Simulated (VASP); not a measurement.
# NbAs (Fm-3m) in VASP: further runs

The runs below take NbAs through single point, with PBEsol.

Program: VASP 6.6.1. These are calculated values, not measurements. Logs are shortened: lines on timing, memory, paths and dates and some standing lists are left out, and cuts for length are marked.

**1. The cell of the first run**

The structure is cubic, space group Fm-3m (No. 225). Conventional cell: a = 5.210 Å, b = 5.210 Å, c = 5.210 Å, α = 90.00°, β = 90.00°, γ = 90.00°. Within 3.4 Å of Nb (site symmetry m-3m) lie 6 As at 2.61 Å. As (site symmetry m-3m) has 6 Nb at 2.61 Å within 3.4 Å.

**2. Single point, PBEsol**

File INCAR:

```
SYSTEM = NbAs
PREC = Accurate
ENCUT = 520
EDIFF = 1E-6
ISMEAR = 0
SIGMA = 0.05
LREAL = .False.
LASPH = .True.
NELM = 60
ALGO = Normal
ISIF = 2
LWAVE = .False.
LCHARG = .False.
GGA = PS
NBANDS = 16
```

File KPOINTS:

```
regular mesh
0
Gamma
  10 10 10
  0 0 0
```

File POSCAR:

```
NbAs
1.0
    0.0000000000      2.6051860634      2.6051860634
    2.6051860634      0.0000000000      2.6051860634
    2.6051860634      2.6051860634      0.0000000000
Nb As
1 1
Direct
    0.5000000000      0.5000000000      0.5000000000
    0.0000000000      0.0000000000      0.0000000000
```

Potentials or basis: VASP PAW PBE potentials, release 64 (Nb_sv, As).

The run is started by

```
$ cat potpaw_PBE.64/Nb_sv/POTCAR potpaw_PBE.64/As/POTCAR > POTCAR
$ mpirun -np 1 vasp_std > vasp.out
```

OUTCAR:

```text
SYSTEM = NbAs
   PREC = Accurate
   ENCUT = 520
   EDIFF = 1E-6
   ISMEAR = 0
   LREAL = .False.
   LASPH = .True.
   NELM = 60
   ISIF = 2
   GGA = PS

 ion  position               nearest neighbor table
   1  0.500  0.500  0.500-   2 2.61   2 2.61   2 2.61   2 2.61   2 2.61   2 2.61
   2  0.000  0.000  0.000-   1 2.61   1 2.61   1 2.61   1 2.61   1 2.61   1 2.61

  LATTYP: Found a face centered cubic cell.
 ALAT       =     5.2103721268

  Lattice vectors:

 A1 = (   0.0000000000,   2.6051860634,   2.6051860634)
 A2 = (   2.6051860634,   0.0000000000,   2.6051860634)
 A3 = (   2.6051860634,   2.6051860634,   0.0000000000)

Analysis of symmetry for initial positions (statically):
=====================================================================
 Subroutine PRICEL returns:
 Original cell was already a primitive cell.

 Routine SETGRP: Setting up the symmetry group for a
 face centered cubic supercell.

 Subroutine GETGRP returns: Found 48 space group operations
 (whereof 48 operations were pure point group operations)
 out of a pool of 48 trial point group operations.

The static configuration has the point symmetry O_h .

Analysis of symmetry for dynamics (positions and initial velocities):
=====================================================================
 Subroutine PRICEL returns:
 Original cell was already a primitive cell.

 Routine SETGRP: Setting up the symmetry group for a
 face centered cubic supercell.

 Subroutine GETGRP returns: Found 48 space group operations
 (whereof 48 operations were pure point group operations)
 out of a pool of 48 trial point group operations.

The dynamic configuration has the point symmetry O_h .

 Subroutine INISYM returns: Found 48 space group operations
 (whereof 48 operations are pure point group operations),
 and found     1 'primitive' translations

----------------------------------------------------------------------------------------

                                     Primitive cell

  volume of cell :      35.3628

  direct lattice vectors                    reciprocal lattice vectors
     0.000000000  2.605186063  2.605186063    -0.191924871  0.191924871  0.191924871
     2.605186063  0.000000000  2.605186063     0.191924871 -0.191924871  0.191924871
     2.605186063  2.605186063  0.000000000     0.191924871  0.191924871 -0.191924871

  length of vectors
     3.684289463  3.684289463  3.684289463     0.332423628  0.332423628  0.332423628

  position of ions in fractional coordinates (direct lattice)
     0.500000000  0.500000000  0.500000000
     0.000000000  0.000000000  0.000000000

  ion indices of the primitive-cell ions
   primitive index   ion index
                 1           1
                 2           2

----------------------------------------------------------------------------------------

 KPOINTS: regular mesh

Automatic generation of k-mesh.
 Grid dimensions read from file:
 generate k-points for:   10   10   10

 Generating k-lattice:

  Cartesian coordinates                     Fractional coordinates (reciprocal lattice)
    -0.019192487  0.019192487  0.019192487     0.100000000  0.000000000  0.000000000
     0.019192487 -0.019192487  0.019192487     0.000000000  0.100000000  0.000000000
     0.019192487  0.019192487 -0.019192487     0.000000000  0.000000000  0.100000000

  Length of vectors
     0.033242363  0.033242363  0.033242363

  Shift w.r.t. Gamma in fractional coordinates (k-lattice)
     0.000000000  0.000000000  0.000000000

 Subroutine IBZKPT returns following result:
 ===========================================

 Found     47 irreducible k-points:

 Following reciprocal coordinates:
            Coordinates               Weight
  0.000000  0.000000  0.000000      1.000000
  0.100000  0.000000  0.000000      8.000000
  0.200000  0.000000  0.000000      8.000000
  0.300000  0.000000  0.000000      8.000000
  0.400000  0.000000  0.000000      8.000000
  0.500000  0.000000  0.000000      4.000000
[... 16 lines left out ...]
  0.300000  0.300000  0.000000      6.000000
  0.400000  0.300000  0.000000     24.000000
 [... further k-points ...]
   k-points           NKPTS =     47   k-points in BZ     NKDIM =     47   number of bands    NBANDS=     16
   number of dos      NEDOS =    301   number of ions     NIONS =      2
   total plane-waves  NPLWV =  21952
   dimension x,y,z NGX =    28 NGY =   28 NGZ =   28
   dimension x,y,z NGXF=    56 NGYF=   56 NGZF=   56
   ions per type =               1   1
   NGX,Y,Z   is equivalent  to a cutoff of  12.63, 12.63, 12.63 a.u.
   NGXF,Y,Z  is equivalent  to a cutoff of  25.27, 25.27, 25.27 a.u.
 SYSTEM =  NbAs
   PREC   = accura    normal or accurate (medium, high low for compatibility)
   ISTART =      0    job   : 0-new  1-cont  2-samecut
   ICHARG =      2    charge: 1-file 2-atom 10-const
   ISPIN  =      1    spin polarized calculation?
   LNONCOLLINEAR =      F non collinear calculations
   LSORBIT =      F    spin-orbit coupling
   LASPH  =      T    aspherical Exc in radial PAW
   ENCUT  =  520.0 eV  38.22 Ry    6.18 a.u.   6.85  6.85  6.85*2*pi/ulx,y,z
   NELM   =     60;   NELMIN=  2; NELMDL= -5     # of ELM steps
   EDIFF  = 0.1E-05   stopping-criterion for ELM
   LREAL  =      F    real-space projection
   EDIFFG = 0.1E-04   stopping-criterion for IOM
   NSW    =      0    number of steps for IOM
   IBRION =     -1    ionic relax: 0-MD 1-quasi-New 2-CG
   NFREE  =      0    steps in history (QN), initial steepest desc. (CG)
   ISIF   =      2    stress and relaxation
   ISYM   =      2    0-nonsym 1-usesym 2-fastsym
   POTIM  = 0.5000    time-step for ionic-motion
   TEBEG  =    0.0;   TEEND  =   0.0 temperature during run
   PSTRESS=    0.0 pullay stress
   NELECT =      18.0000    total number of electrons
   NUPDOWN=      -1.0000    fix difference up-down
   EMIN   =  10.00;   EMAX   =-10.00  energy-range for DOS
   EFERMI =   0.00;   METHOD = LEGACY
   ISMEAR =     0;   SIGMA  =   0.05  broadening in eV -4-tet -1-fermi 0-gaus
   EFERMI_NEDOS =   21; number of points for ismear=-14 and -15
   IALGO  =     38    algorithm
   IMIX   =      4    mixing-type and parameters
     AMIX     =   0.40;   BMIX     =  1.00
     AMIX_MAG =   1.60;   BMIX_MAG =  1.00
  volume/ion in A,a.u.               =      17.68       119.32
  Fermi-wavevector in a.u.,A,eV,Ry     =   1.307124  2.470107 23.246563  1.708574
  Thomas-Fermi vector in A             =   2.437880
   LORBIT       =      0    0 simple, 1 ext, 2 COOP (PROOUT), +10 PAW based schemes
   GGA     = PS    functional components
   LHFCALC =     F    Hartree Fock is set to
   AEXX    =    0.0000 exact exchange contribution
   IVDW    =     0    specifies the selected vdW correction
   LEPSILON=     F    determine dielectric tensor
   LRPA    =     F    only Hartree local field effects (RPA)
 non-spin polarized calculation
 Gauss-broadening in eV      SIGMA  =   0.05
  energy-cutoff  :      520.00
  volume of cell :       35.36
 maximum number of plane-waves:       966
   NGX = 13   NGY = 13   NGZ = 13

 number of electron      18.0000001 magnetization

 Free energy of the ion-electron system (eV)
  ---------------------------------------------------
  ext. energy  EPLUGINS =         0.00000000
  ---------------------------------------------------
  free energy    TOTEN  =       -16.64105459 eV

  energy without entropy =      -16.64077700  energy(sigma->0) =      -16.64091579

 E-fermi :  10.0422     XC(G=0): -11.8589

 val. band max:        9.9859228941   @ k =  -0.3000   0.5000   0.2000
 cond. band min:      10.0891277439   @ k =   0.5000   0.5000   0.0000
 fundamental gap:      0.1032048498
 Fermi energy:        10.0422480726

 k-point     1 :       0.0000    0.0000    0.0000
  band No.  band energies     occupation
      1     -45.6197      2.00000
      2     -21.6866      2.00000
      3     -21.6866      2.00000
      4     -21.6866      2.00000
      5      -3.6473      2.00000
      6       8.4361      2.00000
[... 8 lines left out ...]
     15      17.4912      0.00000
     16      23.4008      0.00000

 k-point     2 :       0.1000    0.0000    0.0000
  band No.  band energies     occupation
      1     -45.6182      2.00000
      2     -21.7065      2.00000
      3     -21.6880      2.00000
      4     -21.6880      2.00000
      5      -3.4858      2.00000
      6       7.7080      2.00000
[... 8 lines left out ...]
     15      17.8125      0.00000
     16      22.2798      0.00000

 k-point     3 :       0.2000    0.0000    0.0000
  band No.  band energies     occupation
      1     -45.6145      2.00000
      2     -21.7581      2.00000
      3     -21.6917      2.00000
      4     -21.6917      2.00000
      5      -3.0253      2.00000
      6       6.2230      2.00000
[... 8 lines left out ...]
     15      18.5023      0.00000
     16      21.1269      0.00000

 k-point     4 :       0.3000    0.0000    0.0000
  band No.  band energies     occupation
      1     -45.6098      2.00000
      2     -21.8210      2.00000
      3     -21.6963      2.00000
      4     -21.6963      2.00000
      5      -2.3451      2.00000
      6       4.6811      2.00000
[... 8 lines left out ...]
     15      19.3423      0.00000
     16      19.3423      0.00000

 k-point     5 :       0.4000    0.0000    0.0000
  band No.  band energies     occupation
      1     -45.6060      2.00000
      2     -21.8711      2.00000
      3     -21.7000      2.00000
      4     -21.7000      2.00000
      5      -1.6243      2.00000
      6       3.4302      2.00000
[... 8 lines left out ...]
     15      17.8898      0.00000
     16      17.8898      0.00000

 k-point     6 :       0.5000    0.0000    0.0000
  band No.  band energies     occupation
      1     -45.6045      2.00000
      2     -21.8902      2.00000
      3     -21.7014      2.00000
      4     -21.7014      2.00000
      5      -1.2660      2.00000
      6       2.8958      2.00000
[... 8 lines left out ...]
     15      17.0702      0.00000
     16      17.0702      0.00000

 k-point     7 :       0.1000    0.1000    0.0000
  band No.  band energies     occupation
      1     -45.6178      2.00000
      2     -21.7038      2.00000
      3     -21.6931      2.00000
      4     -21.6931      2.00000
      5      -3.4374      2.00000
      6       7.2556      2.00000
[... 8 lines left out ...]
     15      17.9431      0.00000
     16      22.1374      0.00000

 k-point     8 :       0.2000    0.1000    0.0000
  band No.  band energies     occupation
      1     -45.6147      2.00000
      2     -21.7422      2.00000
      3     -21.6998      2.00000
      4     -21.6950      2.00000
      5      -3.0933      2.00000
      6       6.1600      2.00000
[... 8 lines left out ...]
     15      18.4746      0.00000
     16      20.7512      0.00000

 k-point     9 :       0.3000    0.1000    0.0000
  band No.  band energies     occupation
      1     -45.6103      2.00000
      2     -21.7998      2.00000
      3     -21.7056      2.00000
      4     -21.6992      2.00000
      5      -2.5145      2.00000
      6       4.9918      2.00000
[... 8 lines left out ...]
     15      19.3289      0.00000
     16      19.8285      0.00000
[... 172 lines left out ...]
 k-point    19 :       0.5000    0.2000    0.0000
  band No.  band energies     occupation
      1     -45.6026      2.00000
      2     -21.8581      2.00000
      3     -21.7416      2.00000
      4     -21.7202      2.00000
      5      -1.5736      2.00000
      6       3.7804      2.00000
[... 8 lines left out ...]
     15      18.3485      0.00000
     16      19.8211      0.00000

 k-point    20 :      -0.4000    0.2000    0.0000
  band No.  band energies     occupation
      1     -45.6023      2.00000
      2     -21.8597      2.00000
      3     -21.7526      2.00000
      4     -21.7122      2.00000
      5      -1.4404      2.00000
      6       3.5865      2.00000
[... 8 lines left out ...]
     15      18.7348      0.00000
     16      19.8477      0.00000

 k-point    21 :      -0.3000    0.2000    0.0000
  band No.  band energies     occupation
      1     -45.6044      2.00000
      2     -21.8385      2.00000
      3     -21.7535      2.00000
      4     -21.7017      2.00000
      5      -1.7191      2.00000
      6       3.9114      2.00000
[... 8 lines left out ...]
     15      18.2978      0.00000
     16      19.4174      0.00000

 k-point    22 :      -0.2000    0.2000    0.0000
  band No.  band energies     occupation
      1     -45.6081      2.00000
      2     -21.8080      2.00000
      3     -21.7379      2.00000
      4     -21.6929      2.00000
      5      -2.2258      2.00000
      6       4.6326      2.00000
[... 8 lines left out ...]
     15      18.2274      0.00000
     16      19.8492      0.00000

 k-point    23 :       0.3000    0.3000    0.0000
  band No.  band energies     occupation
      1     -45.6062      2.00000
      2     -21.8007      2.00000
      3     -21.7316      2.00000
      4     -21.7316      2.00000
      5      -2.3580      2.00000
      6       4.5991      2.00000
[... 8 lines left out ...]
     15      20.0237      0.00000
     16      20.7998      0.00000

 k-point    24 :       0.4000    0.3000    0.0000
  band No.  band energies     occupation
      1     -45.6031      2.00000
      2     -21.8270      2.00000
      3     -21.7440      2.00000
      4     -21.7384      2.00000
      5      -2.0993      2.00000
      6       4.5085      2.00000
[... 8 lines left out ...]
     15      19.6295      0.00000
     16      21.0284      0.00000

 [... further k-points ...]

------------------------ aborting loop because EDIFF is reached ----------------------------------------

  FORCE on cell =-STRESS in cart. coord.  units (eV):
  Direction    XX          YY          ZZ          XY          YZ          ZX
  --------------------------------------------------------------------------------------
  -------------------------------------------------------------------------------------
  Total        0.0472115      0.0472115      0.0472115     -0.0000000      0.0000000     -0.0000000
  in kB        2.1390066      2.1390066      2.1390066     -0.0000000      0.0000000     -0.0000000
  external PRESSURE =       2.1390066 kB  Pullay stress =       0.0000000 kB

 VOLUME and BASIS-vectors are now :
 -----------------------------------------------------------------------------
  energy-cutoff  :      520.00
  volume of cell :       35.36
      direct lattice vectors                 reciprocal lattice vectors
     0.000000000  2.605186063  2.605186063    -0.191924871  0.191924871  0.191924871
     2.605186063  0.000000000  2.605186063     0.191924871 -0.191924871  0.191924871
     2.605186063  2.605186063  0.000000000     0.191924871  0.191924871 -0.191924871

 POSITION                                       TOTAL-FORCE (eV/Angst)
 -----------------------------------------------------------------------------------
      2.60519      2.60519      2.60519        -0.000000      0.000000      0.000000
      0.00000      0.00000      0.00000         0.000000     -0.000000     -0.000000
 -----------------------------------------------------------------------------------
    total drift:                                0.000000      0.000000      0.000000

  FREE ENERGIE OF THE ION-ELECTRON SYSTEM (eV)
  ---------------------------------------------------
  free  energy   TOTEN  =       -16.6410545904 eV

  energy  without entropy=      -16.6407769951  energy(sigma->0) =      -16.64091579
```

Wall time 44 s (1 thread of Intel Xeon 8259CL, shared host); peak memory 0.17 GiB.

What came out:

```yaml
Free_energy: -16.6411 eV
Pressure: 0.2 GPa
Band_gap_on_the_k_mesh: zero (band 9 reaches 10.66 eV, above the bottom of band 10 at 8.72 eV)
```

Levels at points of the mesh, in eV from the Fermi level:
```
           k point  band 5  band 6  band 7  band 8  band 9  band 10  band 11  band 12  band 13  band 14
(0.00, 0.00, 0.00)  -13.69   -1.61   -1.61   -1.61   -0.95    -0.95    -0.12    -0.12    -0.12     5.06
(0.50, 0.00, 0.00)  -11.31   -7.15   -4.53   -4.53    0.62     0.62     1.55     3.18     6.88     6.88
(0.50, 0.50, 0.00)  -12.09   -5.05   -3.46   -2.05   -2.05     0.05     1.33     1.33     2.56     4.38
```

Caveat: the PAW data sets were made with another functional, which shifts forces and pressure a little.

(Continued in part 2 of 2.)
